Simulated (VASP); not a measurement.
# CdO (Fm-3m) in VASP: further runs, part 3 of 3

VASP 6.6.1. Earlier steps stand in the parts before.

### 4 Single point, r2SCAN

This run uses another cell than the first one, of 13.10 Å³/atom.

POSCAR reads:

```
CdO
1.0
    0.0000000000      2.3573057052      2.3573057052
    2.3573057052      0.0000000000      2.3573057052
    2.3573057052      2.3573057052      0.0000000000
Cd O
1 1
Direct
    0.0000000000      0.0000000000      0.0000000000
    0.5000000000      0.5000000000      0.5000000000
```

INCAR.step1 reads:

```
  ALGO = Normal
  EDIFF = 1E-5
  ENCUT = 660
  GGA = PE
  GGA_COMPAT = F
  ISMEAR = 0
  LASPH = T
  LCHARG = F
  LREAL = F
  LWAVE = T
  NBANDS = 16
  NELM = 120
  PREC = Accurate
  SIGMA = 0.01
```

INCAR.step2 reads:

```
  ALGO = Normal
  EDIFF = 1E-6
  ENCUT = 660
  GGA_COMPAT = F
  ISIF = 2
  ISMEAR = 0
  ISTART = 1
  LASPH = T
  LCHARG = F
  LMIXTAU = T
  LREAL = F
  LWAVE = F
  METAGGA = R2SCAN
  NBANDS = 16
  NELM = 120
  PREC = Accurate
  SIGMA = 0.01
```

KPOINTS reads:

```
k-points
0
Gamma
  8 8 8
```

Potentials or basis: VASP PAW PBE potentials, release 64 (Cd, O).

The run is started by

```
$ cat potpaw_PBE.64/Cd/POTCAR potpaw_PBE.64/O/POTCAR > POTCAR
$ cp INCAR.step1 INCAR
$ mpirun -np 1 vasp_std > vasp.out
$ cp INCAR.step2 INCAR
$ mpirun -np 1 vasp_std > vasp.out
```

OUTCAR:

```text
EDIFF = 1E-6
   ENCUT = 660
   ISIF = 2
   ISMEAR = 0
   ISTART = 1
   LASPH = T
   LREAL = F
   METAGGA = R2SCAN
   NELM = 120
   PREC = Accurate

 ion  position               nearest neighbor table
   1  0.000  0.000  0.000-   2 2.36   2 2.36   2 2.36   2 2.36   2 2.36   2 2.36
   2  0.500  0.500  0.500-   1 2.36   1 2.36   1 2.36   1 2.36   1 2.36   1 2.36

  LATTYP: Found a face centered cubic cell.
 ALAT       =     4.7146114104

  Lattice vectors:

 A1 = (   0.0000000000,   2.3573057052,   2.3573057052)
 A2 = (   2.3573057052,   0.0000000000,   2.3573057052)
 A3 = (   2.3573057052,   2.3573057052,   0.0000000000)

Analysis of symmetry for initial positions (statically):
=====================================================================
 Subroutine PRICEL returns:
 Original cell was already a primitive cell.

 Routine SETGRP: Setting up the symmetry group for a
 face centered cubic supercell.

 Subroutine GETGRP returns: Found 48 space group operations
 (whereof 48 operations were pure point group operations)
 out of a pool of 48 trial point group operations.

The static configuration has the point symmetry O_h .

Analysis of symmetry for dynamics (positions and initial velocities):
=====================================================================
 Subroutine PRICEL returns:
 Original cell was already a primitive cell.

 Routine SETGRP: Setting up the symmetry group for a
 face centered cubic supercell.

 Subroutine GETGRP returns: Found 48 space group operations
 (whereof 48 operations were pure point group operations)
 out of a pool of 48 trial point group operations.

The dynamic configuration has the point symmetry O_h .

 Subroutine INISYM returns: Found 48 space group operations
 (whereof 48 operations are pure point group operations),
 and found     1 'primitive' translations

----------------------------------------------------------------------------------------

                                     Primitive cell

  volume of cell :      26.1986

  direct lattice vectors                    reciprocal lattice vectors
     0.000000000  2.357305705  2.357305705    -0.212106558  0.212106558  0.212106558
     2.357305705  0.000000000  2.357305705     0.212106558 -0.212106558  0.212106558
     2.357305705  2.357305705  0.000000000     0.212106558  0.212106558 -0.212106558

  length of vectors
     3.333733699  3.333733699  3.333733699     0.367379336  0.367379336  0.367379336

  position of ions in fractional coordinates (direct lattice)
     0.000000000  0.000000000  0.000000000
     0.500000000  0.500000000  0.500000000

  ion indices of the primitive-cell ions
   primitive index   ion index
                 1           1
                 2           2

----------------------------------------------------------------------------------------

 KPOINTS: k-points

Automatic generation of k-mesh.
 Grid dimensions read from file:
 generate k-points for:    8    8    8

 Generating k-lattice:

  Cartesian coordinates                     Fractional coordinates (reciprocal lattice)
    -0.026513320  0.026513320  0.026513320     0.125000000  0.000000000  0.000000000
     0.026513320 -0.026513320  0.026513320     0.000000000  0.125000000  0.000000000
     0.026513320  0.026513320 -0.026513320     0.000000000  0.000000000  0.125000000

  Length of vectors
     0.045922417  0.045922417  0.045922417

  Shift w.r.t. Gamma in fractional coordinates (k-lattice)
     0.000000000  0.000000000  0.000000000

 Subroutine IBZKPT returns following result:
 ===========================================

 Found     29 irreducible k-points:

 Following reciprocal coordinates:
            Coordinates               Weight
  0.000000  0.000000  0.000000      1.000000
  0.125000  0.000000  0.000000      8.000000
  0.250000  0.000000  0.000000      8.000000
  0.375000  0.000000  0.000000      8.000000
  0.500000  0.000000  0.000000      4.000000
  0.125000  0.125000  0.000000      6.000000
[... 16 lines left out ...]
  0.500000  0.250000  0.125000     48.000000
 -0.375000  0.250000  0.125000     24.000000
 [... further k-points ...]
   k-points           NKPTS =     29   k-points in BZ     NKDIM =     29   number of bands    NBANDS=     16
   number of dos      NEDOS =    301   number of ions     NIONS =      2
   total plane-waves  NPLWV =  21952
   dimension x,y,z NGX =    28 NGY =   28 NGZ =   28
   dimension x,y,z NGXF=    56 NGYF=   56 NGZF=   56
   ions per type =               1   1
   NGX,Y,Z   is equivalent  to a cutoff of  13.96, 13.96, 13.96 a.u.
   NGXF,Y,Z  is equivalent  to a cutoff of  27.93, 27.93, 27.93 a.u.
 SYSTEM =  unknown system
   PREC   = accura    normal or accurate (medium, high low for compatibility)
   ISTART =      1    job   : 0-new  1-cont  2-samecut
   ICHARG =      0    charge: 1-file 2-atom 10-const
   ISPIN  =      1    spin polarized calculation?
   LNONCOLLINEAR =      F non collinear calculations
   LSORBIT =      F    spin-orbit coupling
   LASPH  =      T    aspherical Exc in radial PAW
   ENCUT  =  660.0 eV  48.51 Ry    6.96 a.u.   6.98  6.98  6.98*2*pi/ulx,y,z
   NELM   =    120;   NELMIN=  2; NELMDL=  0     # of ELM steps
   EDIFF  = 0.1E-05   stopping-criterion for ELM
   LREAL  =      F    real-space projection
   EDIFFG = 0.1E-04   stopping-criterion for IOM
   NSW    =      0    number of steps for IOM
   IBRION =     -1    ionic relax: 0-MD 1-quasi-New 2-CG
   NFREE  =      0    steps in history (QN), initial steepest desc. (CG)
   ISIF   =      2    stress and relaxation
   ISYM   =      2    0-nonsym 1-usesym 2-fastsym
   POTIM  = 0.5000    time-step for ionic-motion
   TEBEG  =    0.0;   TEEND  =   0.0 temperature during run
   PSTRESS=    0.0 pullay stress
   NELECT =      18.0000    total number of electrons
   NUPDOWN=      -1.0000    fix difference up-down
   EMIN   =  10.00;   EMAX   =-10.00  energy-range for DOS
   EFERMI =   0.00;   METHOD = LEGACY
   ISMEAR =     0;   SIGMA  =   0.01  broadening in eV -4-tet -1-fermi 0-gaus
   EFERMI_NEDOS =   21; number of points for ismear=-14 and -15
   IALGO  =     38    algorithm
   IMIX   =      4    mixing-type and parameters
     AMIX     =   0.40;   BMIX     =  1.00
     AMIX_MAG =   1.60;   BMIX_MAG =  1.00
  volume/ion in A,a.u.               =      13.10        88.40
  Fermi-wavevector in a.u.,A,eV,Ry     =   1.444574  2.729849 28.392552  2.086794
  Thomas-Fermi vector in A             =   2.562853
   LORBIT       =      0    0 simple, 1 ext, 2 COOP (PROOUT), +10 PAW based schemes
   METAGGA = R2SCAN    functional components
   LHFCALC =     F    Hartree Fock is set to
   AEXX    =    0.0000 exact exchange contribution
   IVDW    =     0    specifies the selected vdW correction
   LEPSILON=     F    determine dielectric tensor
   LRPA    =     F    only Hartree local field effects (RPA)
 non-spin polarized calculation
 Gauss-broadening in eV      SIGMA  =   0.01
  energy-cutoff  :      660.00
  volume of cell :       26.20
 maximum number of plane-waves:      1036
   NGX = 13   NGY = 13   NGZ = 13

 number of electron      18.0000001 magnetization

 Free energy of the ion-electron system (eV)
  ---------------------------------------------------
  ext. energy  EPLUGINS =         0.00000000
  ---------------------------------------------------
  free energy    TOTEN  =       -28.56367217 eV

  energy without entropy =      -28.56367211  energy(sigma->0) =      -28.56367214

 E-fermi :   1.6520     XC(G=0): -12.2676

 val. band max:        1.6239252396   @ k =   0.5000   0.0000   0.0000
 cond. band min:       1.6763662578   @ k =   0.0000   0.0000   0.0000
 fundamental gap:      0.0524410182
 Fermi energy:         1.6520076663

 k-point     1 :       0.0000    0.0000    0.0000
  band No.  band energies     occupation
      1     -16.6048      2.00000
      2      -5.2320      2.00000
      3      -5.2320      2.00000
      4      -5.2320      2.00000
      5      -4.9216      2.00000
      6      -4.9216      2.00000
[... 8 lines left out ...]
     15      20.7865      0.00000
     16      20.7865      0.00000
[... 419 lines left out ...]
 k-point    24 :      -0.3750    0.2500    0.1250
  band No.  band energies     occupation
      1     -15.8977      2.00000
      2      -5.7781      2.00000
      3      -5.5261      2.00000
      4      -5.5195      2.00000
      5      -4.6998      2.00000
      6      -4.6969      2.00000
[... 8 lines left out ...]
     15      21.9963      0.00000
     16      25.5202      0.00000

 [... further k-points ...]

------------------------ aborting loop because EDIFF is reached ----------------------------------------

  FORCE on cell =-STRESS in cart. coord.  units (eV):
  Direction    XX          YY          ZZ          XY          YZ          ZX
  --------------------------------------------------------------------------------------
  -------------------------------------------------------------------------------------
  Total        0.1080143      0.1080143      0.1080143     -0.0000000      0.0000000     -0.0000000
  in kB        6.6056309      6.6056309      6.6056309     -0.0000000      0.0000000     -0.0000000
  external PRESSURE =       6.6056309 kB  Pullay stress =       0.0000000 kB

 VOLUME and BASIS-vectors are now :
 -----------------------------------------------------------------------------
  energy-cutoff  :      660.00
  volume of cell :       26.20
      direct lattice vectors                 reciprocal lattice vectors
     0.000000000  2.357305705  2.357305705    -0.212106558  0.212106558  0.212106558
     2.357305705  0.000000000  2.357305705     0.212106558 -0.212106558  0.212106558
     2.357305705  2.357305705  0.000000000     0.212106558  0.212106558 -0.212106558

 POSITION                                       TOTAL-FORCE (eV/Angst)
 -----------------------------------------------------------------------------------
      0.00000      0.00000      0.00000         0.000000      0.000000      0.000000
      2.35731      2.35731      2.35731        -0.000000     -0.000000     -0.000000
 -----------------------------------------------------------------------------------
    total drift:                                0.000000      0.000000      0.000000

  FREE ENERGIE OF THE ION-ELECTRON SYSTEM (eV)
  ---------------------------------------------------
  free  energy   TOTEN  =       -28.5636721740 eV

  energy  without entropy=      -28.5636721117  energy(sigma->0) =      -28.56367214
```

OUTCAR.step1:

```text
EDIFF = 1E-5
   ENCUT = 660
   GGA = PE
   ISMEAR = 0
   LASPH = T
[... 676 lines left out ...]
 -----------------------------------------------------------------------------------
      0.00000      0.00000      0.00000        -0.000000     -0.000000     -0.000000
      2.35731      2.35731      2.35731         0.000000      0.000000      0.000000
 -----------------------------------------------------------------------------------
    total drift:                                0.000000      0.000000      0.000000

  FREE ENERGIE OF THE ION-ELECTRON SYSTEM (eV)
  ---------------------------------------------------
  free  energy   TOTEN  =        -7.7110158262 eV

  energy  without entropy=       -7.7109703386  energy(sigma->0) =       -7.71099308
```

It took 2.6 min on 1 thread of AMD EPYC 7R13, shared host; peak memory 0.14 GiB.

Results:

```yaml
Free_energy: -28.5637 eV
Pressure: 0.7 GPa
Band_gap_on_the_k_mesh: 0.05 eV (least direct gap 1.37 eV)
```

Caveat: the PAW data sets were made with another functional, which shifts forces and pressure a little. A k mesh can miss the band edges.

### 5 Single point, r2SCAN

This run uses another cell than the first one, of 13.49 Å³/atom.

POSCAR reads:

```
CdO
1.0
    0.0000000000      2.3804180193      2.3804180193
    2.3804180193      0.0000000000      2.3804180193
    2.3804180193      2.3804180193      0.0000000000
Cd O
1 1
Direct
    0.0000000000      0.0000000000      0.0000000000
    0.5000000000      0.5000000000      0.5000000000
```

INCAR.step1 reads:

```
ALGO     = Normal         # electronic algorithm
EDIFF    = 1E-5           # SCF threshold, eV
ENCUT    = 660            # plane-wave cutoff, eV
GGA      = PE             # functional
GGA_COMPAT= F            
ISMEAR   = 0              # smearing method
LASPH    = T              # aspherical terms in the spheres
LCHARG   = F              # write CHGCAR
LREAL    = F              # projectors in reciprocal space
LWAVE    = T              # write WAVECAR
NBANDS   = 16             # bands
NELM     = 120            # most SCF steps
PREC     = Accurate       # precision mode
SIGMA    = 0.01           # smearing width, eV
```

INCAR.step2 reads:

```
ALGO     = Normal         # electronic algorithm
EDIFF    = 1E-6           # SCF threshold, eV
ENCUT    = 660            # plane-wave cutoff, eV
GGA_COMPAT= F            
ISIF     = 2              # what is computed and relaxed
ISMEAR   = 0              # smearing method
ISTART   = 1            
LASPH    = T              # aspherical terms in the spheres
LCHARG   = T              # write CHGCAR
LELF     = T              # ELF
LMIXTAU  = T            
LREAL    = F              # projectors in reciprocal space
LVHAR    = T            
LWAVE    = F              # write WAVECAR
METAGGA  = R2SCAN         # meta-GGA
NBANDS   = 16             # bands
NELM     = 120            # most SCF steps
PREC     = Accurate       # precision mode
SIGMA    = 0.01           # smearing width, eV
```

KPOINTS is that of step 4.

The run is started by

```
$ cat potpaw_PBE.64/Cd/POTCAR potpaw_PBE.64/O/POTCAR > POTCAR
$ cp INCAR.step1 INCAR
$ mpirun -np 1 vasp_std > vasp.out
$ cp INCAR.step2 INCAR
$ mpirun -np 1 vasp_std > vasp.out
```

It took 2.4 min on 1 thread of AMD EPYC 7R13, shared host; peak memory 0.14 GiB.

The run converged. Its results:

- Free energy: -28.5583 eV
- Pressure: -3.5 GPa
- Band gap on the k mesh: zero (filled and empty bands overlap)

Levels at points of the mesh, in eV from the Fermi level:
```
           k point  band 5  band 6  band 7  band 8  band 9  band 10  band 11  band 12  band 13  band 14
(0.00, 0.00, 0.00)   -6.53   -6.53   -1.21   -1.21   -1.21    -0.01    15.62    17.48    17.48    17.48
(0.50, 0.00, 0.00)   -6.32   -6.32   -3.73   -0.01   -0.01     5.03     7.73    12.60    12.60    18.12
(0.50, 0.50, 0.00)   -6.20   -5.93   -4.06   -2.15   -2.15     4.39     9.14    11.62    14.00    14.00
```

Caveat: the cell stands under tension; semilocal functionals underestimate gaps, so a narrow gap can read as zero; the PAW data sets were made with another functional, which shifts forces and pressure a little.

### 6 The runs side by side

| cell | gap on the mesh (eV) | pressure (GPa) |
| --- | --- | --- |
| a = 3.266 Å, angles 60.0°, 2 atoms | 0.18 | 11.5 |
| a = 3.300 Å, angles 60.0°, 2 atoms | 0.12 | 5.6 |
| a = 3.334 Å, angles 60.0°, 2 atoms | 0.05 | 0.7 |
| a = 3.366 Å, angles 60.0°, 2 atoms | none | -3.5 |

Alike in all rows: task single point; level r2SCAN; potentials or basis VASP PAW PBE potentials, release 64 (Cd, O); no spin polarisation; k mesh 8 × 8 × 8; cutoff (eV) 660; smearing gaussian 0.01 eV.

Caveats: the PAW data sets were made with another functional, which shifts forces and pressure a little; the cell stands under pressure (at least some runs); the cell stands under tension (at least some runs); semilocal functionals underestimate gaps, so a narrow gap can read as zero (at least some runs).

Total energies depend on the potentials used, so only differences within one code and one set of settings carry meaning.
